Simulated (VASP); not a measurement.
Here is a VASP 6.6.1 calculation.

Contents of INCAR:

```
SYSTEM = Zr2O
ALGO = Normal ; EDIFF = 1E-6
ENCUT = 520 ; GGA = PS
ISIF = 2 ; ISMEAR = 0
ISYM = 0 ; KPAR = 4
LASPH = .True. ; LCHARG = .False.
LREAL = .False. ; LWAVE = .False.
NBANDS = 72 ; NELM = 60
PREC = Accurate ; SIGMA = 0.15
```

File KPOINTS:

```
k-points
0
Gamma
  10 10 5
  0 0 0
```

Contents of POSCAR:

```
Zr2O
1.0
    0.0000000000     -4.8002882070      0.0000000000
    0.0000000000      0.0000000000     -4.8002882070
    9.6005764141     -2.4001441035      2.4001441035
Zr O
8 4
Direct
    0.7187500000      0.2812500000      0.0625000000
    0.4687500000      0.5312500000      0.5625000000
    0.5937500000      0.9062500000      0.3125000000
    0.3437500000      1.1562500000      0.8125000000
    0.2187500000      0.7812500000      0.0625000000
   -0.0312500000      1.0312500000      0.5625000000
    0.0937500000      0.4062500000      0.3125000000
   -0.1562500000      0.6562500000      0.8125000000
   -0.4687500000      1.4687500000      0.9375000000
   -0.2187500000      1.2187500000      0.4375000000
    0.4062500000      0.5937500000      0.1875000000
    0.1562500000      0.8437500000      0.6875000000
```

Potentials or basis: VASP PAW PBE potentials, release 64 (Zr_sv, O).

The run is started by

```console
$ cat potpaw_PBE.64/Zr_sv/POTCAR potpaw_PBE.64/O/POTCAR > POTCAR
$ mpirun -np 4 vasp_std > vasp.out
```

(1) What does it give for the pressure?

(2) Estimate the band gap on the k mesh.

Answers

(1) 0.2 GPa.

(2) zero (bands 60 and 61 overlap by 0.55 eV).

Caveat: the cell differs from its parent crystal (the part above a cut slid along it); the PAW data sets were made with another functional, which shifts forces and pressure a little.
